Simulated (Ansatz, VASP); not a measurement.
## One calculation of N, two programs

Contents of INCAR:

```
SYSTEM = N
ALGO = Normal ; EDIFF = 1E-7
ENCUT = 520 ; GGA = PS
ISIF = 2 ; ISMEAR = -1
LASPH = .TRUE. ; LCHARG = .TRUE.
LELF = .TRUE. ; LREAL = .FALSE.
LVHAR = .TRUE. ; LWAVE = .FALSE.
NBANDS = 12 ; NELM = 80
PREC = Accurate ; SIGMA = 0.02
```

Contents of KPOINTS:

```
k-points
0
G
  10 10 5
  0 0 0
```

File POSCAR:

```
N
1.0
    3.7015816826      0.0000000000      0.0000000000
   -1.8507908413      3.2056637714      0.0000000000
    0.0000000000      0.0000000000      5.8900000000
N
2
Direct
    0.3333333333      0.6666666667      0.2500000000
    0.6666666667      0.3333333333      0.7500000000
```

Input for Ansatz:

```yaml
crystal:
  lattice:
    - [3.7015816826, 0.0, 0.0]
    - [-1.8507908413, 3.2056637714, 0.0]
    - [0.0, 0.0, 5.89]
  atoms:
    - { symbol: "N", position: [0.3333333333, 0.6666666667, 0.25] }
    - { symbol: "N", position: [0.6666666667, 0.3333333333, 0.75] }
kpoints:
  mp_grid: { grid: [10, 10, 5] }
  band_path:
    path:
      - [0.0, 0.0, 0.0]
      - [0.5, 0.0, 0.0]
      - [0.3333333333, 0.3333333333, 0.0]
      - [0.0, 0.0, 0.0]
      - [0.0, 0.0, 0.5]
      - [0.5, 0.0, 0.5]
      - [0.3333333333, 0.3333333333, 0.5]
      - [0.0, 0.0, 0.5]
      - [0.5, 0.0, 0.5]
    npoints: 5
scf:
  occupations: { method: fermi_dirac, width: 0.02 }
hamiltonian:
  xc: pbesol
  pseudopotentials: { kind: all_electron, lapw: { basis_error: 0.0005 } }
output:
  forces: true
  stress: true
  eigenvalues: true
```

Change from the starting cell: equal xx and yy strain of +2 %.

Alike in both runs: task single point; functional PBEsol; k mesh 10 × 10 × 5; occupations fermi-dirac, width 0.02 eV; no spin polarisation.

|  | VASP | Ansatz |
| --- | --- | --- |
| version | VASP 6.6.1 | Ansatz 0.2.0 |
| potentials or method | VASP PAW PBE potentials, release 64 (N), cutoff 520 eV | all-electron LAPW, scalar-relativistic |

|  | VASP | Ansatz | Ansatz less VASP |
| --- | --- | --- | --- |
| pressure (GPa) | -7.1 | -7.1 | +0.05 |
| traceless stress, the component that is largest in VASP (GPa) | -0.39 | -0.39 | +0.001 |

VASP's potentials were made for PBE, not for PBEsol. Ansatz ran all-electron here, and VASP with PAW potentials.
